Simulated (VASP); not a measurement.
# Li4SiGe2 (R3m) in VASP: single point with PBE

Aim: the single point of Li4SiGe2 with PBE.

Program: VASP 6.6.1. These are calculated values, not measurements. Logs are shortened: lines on timing, memory, paths and dates and some standing lists are left out, and cuts for length are marked.

## (1) The cell of the first run

The structure is trigonal, space group R3m (No. 160). Conventional cell: a = 4.641 Å, b = 4.641 Å, c = 19.063 Å, α = 90.00°, β = 90.00°, γ = 120.00°. Ge (site symmetry 3m) has 10 Li at 2.56 to 3.24 Å and 1 Ge at 2.68 Å and 3 Si at 2.85 Å within 3.4 Å. Ge (site symmetry 3m) has 1 Ge at 2.68 Å and 1 Si at 2.71 Å and 12 Li at 2.90 to 3.30 Å within 3.5 Å. Si (site symmetry 3m) has 10 Li at 2.43 to 3.19 Å and 4 Ge at 2.71 to 2.85 Å within 3.2 Å. Li (site symmetry 3m) has 5 Li at 2.58 to 3.06 Å and 3 Si at 2.81 Å and 6 Ge at 3.24 to 3.26 Å within 3.4 Å. Li (site symmetry 3m) has 5 Li at 2.58 to 3.04 Å and 6 Ge at 2.78 to 3.30 Å and 3 Si at 3.19 Å within 3.4 Å. Within 3.2 Å of Li (site symmetry 3m) lie 1 Si at 2.43 Å and 4 Li at 2.77 to 3.06 Å and 6 Ge at 2.94 to 3.05 Å. Within 3.4 Å of Li (site symmetry 3m) lie 4 Ge at 2.56 to 2.90 Å and 4 Li at 2.78 to 3.04 Å and 3 Si at 3.11 Å.

## (2) Single point, PBE

Input file INCAR:

```
ALGO = Normal
EDIFF = 1E-7
ENCUT = 520
GGA = PE
ISIF = 2
ISMEAR = -1
LASPH = True
LCHARG = False
LREAL = False
LWAVE = False
NBANDS = 31
NELM = 60
PREC = Accurate
SIGMA = 0.1
```

Input file KPOINTS:

```
k-points
0
Gamma
  8 8 8
```

Input file POSCAR:

```
Li4SiGe2
1.0
    4.6413680000      0.0000000000      0.0000000000
   -2.3206840000      4.0195500000      0.0000000000
   -2.3206840000      1.3398500000      6.3544690000
Ge Si Li
2 1 4
Direct
    0.4069500000      0.5930500000      0.2208500000
    0.2664500000      0.7335500000      0.7993500000
    0.1244000000      0.8756000000      0.3732000000
    0.8360000000      0.1640000000      0.5080000000
    0.7006000000      0.2994000000      0.1018000000
    0.9967000000      0.0033000000      0.9901000000
    0.5410000000      0.4590000000      0.6230000000
```

Potentials or basis: VASP PAW PBE potentials, release 64 (Ge_d, Si, Li_sv).

Run with:

```bash
$ cat potpaw_PBE.64/Ge_d/POTCAR potpaw_PBE.64/Si/POTCAR potpaw_PBE.64/Li_sv/POTCAR > POTCAR
$ mpirun -np 1 vasp_std > vasp.out
```

OUTCAR:

```text
EDIFF = 1E-7
   ENCUT = 520
   GGA = PE
   ISIF = 2
   ISMEAR = -1
   LASPH = True
   LREAL = False
   NELM = 60
   PREC = Accurate

 ion  position               nearest neighbor table
   1  0.407  0.593  0.221-   7 2.56   2 2.68   3 2.85   3 2.85   3 2.85
   2  0.266  0.734  0.799-   1 2.68   3 2.71
   3  0.124  0.876  0.373-   6 2.43   2 2.71   4 2.81   4 2.81   4 2.81   1 2.85   1 2.85   1 2.85

   4  0.836  0.164  0.508-   5 2.58   3 2.81   3 2.81   3 2.81
   5  0.701  0.299  0.102-   4 2.58
   6  0.997  0.003  0.990-   3 2.43
   7  0.541  0.459  0.623-   1 2.56

  LATTYP: Found a trigonal (rhomboedric) cell.
 ALAT       =     6.8963808162
 COS(alpha) =     0.7735247061

  Lattice vectors:

 A1 = (   0.0000000000,  -2.6797000000,   6.3544690000)
 A2 = (   2.3206840000,   1.3398500000,   6.3544690000)
 A3 = (  -2.3206840000,   1.3398500000,   6.3544690000)

Analysis of symmetry for initial positions (statically):
=====================================================================
 Subroutine PRICEL returns:
 Original cell was already a primitive cell.

 Routine SETGRP: Setting up the symmetry group for a
 trigonal (rhombohedral) supercell.

 Subroutine GETGRP returns: Found  6 space group operations
 (whereof  6 operations were pure point group operations)
 out of a pool of 12 trial point group operations.

The static configuration has the point symmetry C_3v.

Analysis of symmetry for dynamics (positions and initial velocities):
=====================================================================
 Subroutine PRICEL returns:
 Original cell was already a primitive cell.

 Routine SETGRP: Setting up the symmetry group for a
 trigonal (rhombohedral) supercell.

 Subroutine GETGRP returns: Found  6 space group operations
 (whereof  6 operations were pure point group operations)
 out of a pool of 12 trial point group operations.

The dynamic configuration has the point symmetry C_3v.

 Subroutine INISYM returns: Found  6 space group operations
 (whereof  6 operations are pure point group operations),
 and found     1 'primitive' translations

----------------------------------------------------------------------------------------

                                     Primitive cell

  volume of cell :     118.5503

  direct lattice vectors                    reciprocal lattice vectors
     4.641368000  0.000000000  0.000000000     0.215453720  0.124392034  0.052456520
    -2.320684000  4.019550000  0.000000000     0.000000000  0.248784068 -0.052456520
    -2.320684000  1.339850000  6.354469000     0.000000000  0.000000000  0.157369561

  length of vectors
     4.641368000  4.641374412  6.896379378     0.254254538  0.254254201  0.157369561

  position of ions in fractional coordinates (direct lattice)
     0.406950000  0.593050000  0.220850000
     0.266450000  0.733550000  0.799350000
     0.124400000  0.875600000  0.373200000
     0.836000000  0.164000000  0.508000000
     0.700600000  0.299400000  0.101800000
     0.996700000  0.003300000  0.990100000
     0.541000000  0.459000000  0.623000000

  ion indices of the primitive-cell ions
   primitive index   ion index
                 1           1
                 2           2
                 3           3
                 4           4
                 5           5
                 6           6
                 7           7

----------------------------------------------------------------------------------------

 KPOINTS: k-points

Automatic generation of k-mesh.
 Grid dimensions read from file:
 generate k-points for:    8    8    8

 Generating k-lattice:

  Cartesian coordinates                     Fractional coordinates (reciprocal lattice)
     0.026931715  0.015549004  0.006557065     0.125000000  0.000000000  0.000000000
     0.000000000  0.031098008 -0.006557065     0.000000000  0.125000000  0.000000000
     0.000000000  0.000000000  0.019671195     0.000000000  0.000000000  0.125000000

  Length of vectors
     0.031781817  0.031781775  0.019671195

  Shift w.r.t. Gamma in fractional coordinates (k-lattice)
     0.000000000  0.000000000  0.000000000

 Subroutine IBZKPT returns following result:
 ===========================================

 Found     65 irreducible k-points:

 Following reciprocal coordinates:
            Coordinates               Weight
  0.000000  0.000000  0.000000      1.000000
  0.125000  0.000000  0.000000      6.000000
  0.250000  0.000000  0.000000      6.000000
  0.375000 -0.000000 -0.000000      6.000000
  0.500000  0.000000  0.000000      3.000000
  0.125000  0.125000 -0.000000      6.000000
[... 16 lines left out ...]
  0.125000  0.000000  0.125000      6.000000
  0.250000  0.000000  0.125000      6.000000
 [... further k-points ...]
   k-points           NKPTS =     65   k-points in BZ     NKDIM =     65   number of bands    NBANDS=     31
   number of dos      NEDOS =    301   number of ions     NIONS =      7
   total plane-waves  NPLWV =  69984
   dimension x,y,z NGX =    36 NGY =   36 NGZ =   54
   dimension x,y,z NGXF=    72 NGYF=   72 NGZF=  108
   ions per type =               2   1   4
   NGX,Y,Z   is equivalent  to a cutoff of  12.89, 12.89, 13.02 a.u.
   NGXF,Y,Z  is equivalent  to a cutoff of  25.79, 25.79, 26.03 a.u.
 SYSTEM =  unknown system
   PREC   = accura    normal or accurate (medium, high low for compatibility)
   ISTART =      0    job   : 0-new  1-cont  2-samecut
   ICHARG =      2    charge: 1-file 2-atom 10-const
   ISPIN  =      1    spin polarized calculation?
   LNONCOLLINEAR =      F non collinear calculations
   LSORBIT =      F    spin-orbit coupling
   LASPH  =      T    aspherical Exc in radial PAW
   ENCUT  =  520.0 eV  38.22 Ry    6.18 a.u.   8.63  8.63 12.82*2*pi/ulx,y,z
   NELM   =     60;   NELMIN=  2; NELMDL= -5     # of ELM steps
   EDIFF  = 0.1E-06   stopping-criterion for ELM
   LREAL  =      F    real-space projection
   EDIFFG = 0.1E-05   stopping-criterion for IOM
   NSW    =      0    number of steps for IOM
   IBRION =     -1    ionic relax: 0-MD 1-quasi-New 2-CG
   NFREE  =      0    steps in history (QN), initial steepest desc. (CG)
   ISIF   =      2    stress and relaxation
   ISYM   =      2    0-nonsym 1-usesym 2-fastsym
   POTIM  = 0.5000    time-step for ionic-motion
   TEBEG  =    0.0;   TEEND  =   0.0 temperature during run
   PSTRESS=    0.0 pullay stress
   NELECT =      44.0000    total number of electrons
   NUPDOWN=      -1.0000    fix difference up-down
   EMIN   =  10.00;   EMAX   =-10.00  energy-range for DOS
   EFERMI =   0.00;   METHOD = LEGACY
   ISMEAR =    -1;   SIGMA  =   0.10  broadening in eV -4-tet -1-fermi 0-gaus
   EFERMI_NEDOS =   21; number of points for ismear=-14 and -15
   IALGO  =     38    algorithm
   IMIX   =      4    mixing-type and parameters
     AMIX     =   0.40;   BMIX     =  1.00
     AMIX_MAG =   1.60;   BMIX_MAG =  1.00
  volume/ion in A,a.u.               =      16.94       114.29
  Fermi-wavevector in a.u.,A,eV,Ry     =   1.176499  2.223260 18.832496  1.384149
  Thomas-Fermi vector in A             =   2.312862
   LORBIT       =      0    0 simple, 1 ext, 2 COOP (PROOUT), +10 PAW based schemes
   GGA     = PE    functional components
   LHFCALC =     F    Hartree Fock is set to
   AEXX    =    0.0000 exact exchange contribution
   IVDW    =     0    specifies the selected vdW correction
   LEPSILON=     F    determine dielectric tensor
   LRPA    =     F    only Hartree local field effects (RPA)
 non-spin polarized calculation
  energy-cutoff  :      520.00
  volume of cell :      118.55
 maximum number of plane-waves:      3221
 NGX is ok and might be reduce to    36
   NGX = 17   NGY = 17   NGZ = 25

 number of electron      43.9999998 magnetization

 Free energy of the ion-electron system (eV)
  ---------------------------------------------------
  ext. energy  EPLUGINS =         0.00000000
  ---------------------------------------------------
  free energy    TOTEN  =       -22.96050794 eV

  energy without entropy =      -22.86186968  energy(sigma->0) =      -22.91118881

 E-fermi :   3.9149     XC(G=0):  -9.1929

 val. band max:        3.9106103597   @ k =   0.3750   0.1250  -0.0000
 cond. band min:       3.9163208985   @ k =   0.5000   0.0000   0.2500
 fundamental gap:      0.0057105389
 Fermi energy:         3.9148877661

 k-point     1 :       0.0000    0.0000    0.0000
  band No.  band energies     occupation
      1     -42.8035      2.00000
      2     -42.6808      2.00000
      3     -42.3879      2.00000
      4     -42.3322      2.00000
      5     -20.5347      2.00000
      6     -20.5347      2.00000
[... 23 lines left out ...]
     30       8.0669      0.00000
     31       9.3979      0.00000

 k-point     2 :       0.1250    0.0000    0.0000
  band No.  band energies     occupation
      1     -42.8035      2.00000
      2     -42.6807      2.00000
      3     -42.3879      2.00000
      4     -42.3322      2.00000
      5     -20.5347      2.00000
      6     -20.5345      2.00000
[... 23 lines left out ...]
     30       8.4974      0.00000
     31       8.8380      0.00000

 k-point     3 :       0.2500    0.0000    0.0000
  band No.  band energies     occupation
      1     -42.8033      2.00000
      2     -42.6805      2.00000
      3     -42.3881      2.00000
      4     -42.3323      2.00000
      5     -20.5347      2.00000
      6     -20.5340      2.00000
[... 23 lines left out ...]
     30       8.6041      0.00000
     31       9.5923      0.00000

 k-point     4 :       0.3750   -0.0000   -0.0000
  band No.  band energies     occupation
      1     -42.8032      2.00000
      2     -42.6803      2.00000
      3     -42.3883      2.00000
      4     -42.3324      2.00000
      5     -20.5346      2.00000
      6     -20.5335      2.00000
[... 635 lines left out ...]
     30       8.4272      0.00000
     31       8.8637      0.00000

 k-point    23 :       0.1250    0.0000    0.1250
  band No.  band energies     occupation
      1     -42.8035      2.00000
      2     -42.6807      2.00000
      3     -42.3879      2.00000
      4     -42.3322      2.00000
      5     -20.5347      2.00000
      6     -20.5345      2.00000
[... 23 lines left out ...]
     30       8.4302      0.00000
     31       8.9297      0.00000

 k-point    24 :       0.2500    0.0000    0.1250
  band No.  band energies     occupation
      1     -42.8033      2.00000
      2     -42.6805      2.00000
      3     -42.3881      2.00000
      4     -42.3323      2.00000
      5     -20.5347      2.00000
      6     -20.5340      2.00000
[... 23 lines left out ...]
     30       9.1099      0.00000
     31       9.7894      0.00000

 [... further k-points ...]

------------------------ aborting loop because EDIFF is reached ----------------------------------------

  FORCE on cell =-STRESS in cart. coord.  units (eV):
  Direction    XX          YY          ZZ          XY          YZ          ZX
  --------------------------------------------------------------------------------------
  -------------------------------------------------------------------------------------
  Total       -2.4499186     -2.4499277      1.9813377      0.0000000      0.0000000     -0.0000000
  in kB      -33.1100272    -33.1101492     26.7772754      0.0000000      0.0000000     -0.0000000
  external PRESSURE =     -13.1476337 kB  Pullay stress =       0.0000000 kB

 VOLUME and BASIS-vectors are now :
 -----------------------------------------------------------------------------
  energy-cutoff  :      520.00
  volume of cell :      118.55
      direct lattice vectors                 reciprocal lattice vectors
     4.641368000  0.000000000  0.000000000     0.215453720  0.124392034  0.052456520
    -2.320684000  4.019550000  0.000000000     0.000000000  0.248784068 -0.052456520
    -2.320684000  1.339850000  6.354469000     0.000000000  0.000000000  0.157369561

 POSITION                                       TOTAL-FORCE (eV/Angst)
 -----------------------------------------------------------------------------------
      0.00000      2.67970      1.40338        -0.000000     -0.000000      0.009732
     -2.32068      4.01955      5.07944        -0.000000     -0.000000     -0.341252
     -2.32068      4.01955      2.37149        -0.000000     -0.000000      0.664883
      2.32068      1.33985      3.22807         0.000000     -0.000000      0.453304
      2.32068      1.33985      0.64688         0.000000     -0.000000     -0.432397
      2.32068      1.33985      6.29156        -0.000000     -0.000000     -0.930361
     -0.00000      2.67970      3.95883        -0.000000      0.000000      0.576090
 -----------------------------------------------------------------------------------
    total drift:                                0.000085     -0.000089     -0.000313

  FREE ENERGIE OF THE ION-ELECTRON SYSTEM (eV)
  ---------------------------------------------------
  free  energy   TOTEN  =       -22.9605079448 eV

  energy  without entropy=      -22.8618696800  energy(sigma->0) =      -22.91118881
```

Wall time 5 min (1 thread of Intel Xeon 6975P-C, shared host); peak memory 0.37 GiB.

Results:

| Property | Result |
| --- | --- |
| Free energy | -22.9605 eV |
| Largest force | 0.930 eV/Å |
| Band gap on the k mesh | zero (band 22 reaches 4.15 eV, above the bottom of band 23 at 3.40 eV) |

Forces in eV/Å, atoms in the order of the input:
```
Ge   0.000  0.000  0.010
Ge   0.000  0.000 -0.341
Si   0.000  0.000  0.665
Li   0.000  0.000  0.453
Li   0.000  0.000 -0.432
Li   0.000  0.000 -0.930
Li   0.000  0.000  0.576
```

Caveat: the cutoff is under 1.25 times the usual one of these potentials, so pressure, stress and relaxed cells hold a basis-set (Pulay) error.
